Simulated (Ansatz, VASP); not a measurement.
**One calculation of Si3C2, two programs**

```
Si C
1.0
     2.77065    0.00000    0.00000
    -1.38533    2.39945    0.00000
     0.00000    0.00000    9.99514
Si C
3 2
Direct
  0.00000 0.00000 0.75592
  0.00000 0.00000 0.24408
  0.00000 0.00000 0.50000
  0.00000 0.00000 0.93774
  0.00000 0.00000 0.06226
```

Alike in both runs: functional PBE; k mesh 18 × 18 × 4; occupations gaussian, width 0.1 eV; no spin polarisation.

Ansatz relaxed the structure, and its values are those at the end. VASP's run is a single point on that final structure, the one shown.

|  | VASP | Ansatz |
| --- | --- | --- |
| version | VASP 6.6.1 | Ansatz 0.2.0 |
| potentials or method | VASP PAW PBE potentials, release 64 (Si, C), cutoff 520 eV | scalar-relativistic, plane waves, PAW |
| valence electrons in the cell | 20 | 20 |

```csv
,VASP,Ansatz,Ansatz less VASP
gap on the k mesh at the Fermi level (eV),none,none,-
pressure (GPa),0.0,0.0,0.00
rms of the force components (eV/Å),0.036,0.000,-0.0357
```

A gap of «none» marks a metal or a gap that the smearing closes. With one functional, cell and mesh, what is left measures potentials, basis and numerics.
